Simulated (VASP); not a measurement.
## InSe: electric field gradients with PBEsol

The system is InSe.

```
In Se
1.0
     5.85763   -2.02566    0.01906
     5.87818    2.08434    0.03961
    -1.57780    0.01362    4.31566
In Se
2 2
Cartesian
  10.3666 0.0519 0.0735
  -0.2086 0.0204 4.3009
  6.7327 0.0475 2.8094
  3.4253 0.0248 1.5650
```

This cell differs from its parent crystal: equal xy, yz and zx shear strains of +1 %.

```yaml
Program: VASP 6.6.1
Task: electric field gradients
Functional: PBEsol
Potentials_or_basis: VASP PAW PBE potentials, release 64 (In_d, Se)
Cutoff: 520 eV
k_mesh: 7 × 7 × 6
Occupations: fermi-dirac, width 0.02 eV
Spin: no spin polarisation
Dipole_correction: no
Further_INCAR_settings: ALGO = Normal; EDIFF = 1e-08; NBANDS = 27
```

* Pressure: -0.2 GPa
* Largest force: 0.627 eV/Å
* Band gap on the k mesh: 0.84 eV (least direct gap 1.26 eV)
* Largest electric field gradient by atom: In -179.1; Se +71.7 V/Å²

Forces on the atoms (eV/Å):
```
In  -0.218  0.012  0.468
In   0.218 -0.012 -0.468
Se  -0.626  0.040  0.010
Se   0.626 -0.040 -0.010
```

Stress tensor (GPa, compression positive):
```
 1.68 -0.15  1.70
-0.15 -1.38 -0.19
 1.70 -0.19 -0.86
```

Levels at points of the mesh, in eV from the valence-band top:
```
           k point  band 16  band 17  band 18  band 19  band 20  band 21  band 22  band 23
(0.00, 0.00, 0.00)    -2.79    -2.32    -1.78    -1.17     2.73     3.41     4.28     4.61
(0.00, 0.00, 0.50)    -1.65    -1.61    -1.18    -0.38     1.01     2.21     3.30     3.52
```

Electric field gradients, principal values (V/Å²):
```
atom    least   middle  greatest (by size)
1 In   86.423   92.656            -179.078
2 In   86.423   92.656            -179.078
3 Se  -22.468  -49.192              71.660
4 Se  -22.468  -49.192              71.660
```

It took 13 min on 1 thread of Intel Xeon 8259CL (shared host), peak memory 0.53 GiB.

Caveat: the cell differs from its parent crystal (equal xy, yz and zx shear strains of +1 %); without QUAD_EFG the Cq values of the log hold for a quadrupole moment of 1 mb, not for the nuclei; the PAW data sets were made with another functional, which shifts forces and pressure a little; spin-orbit coupling is left out, which moves the levels of the heavy elements. A k mesh can miss the band edges.
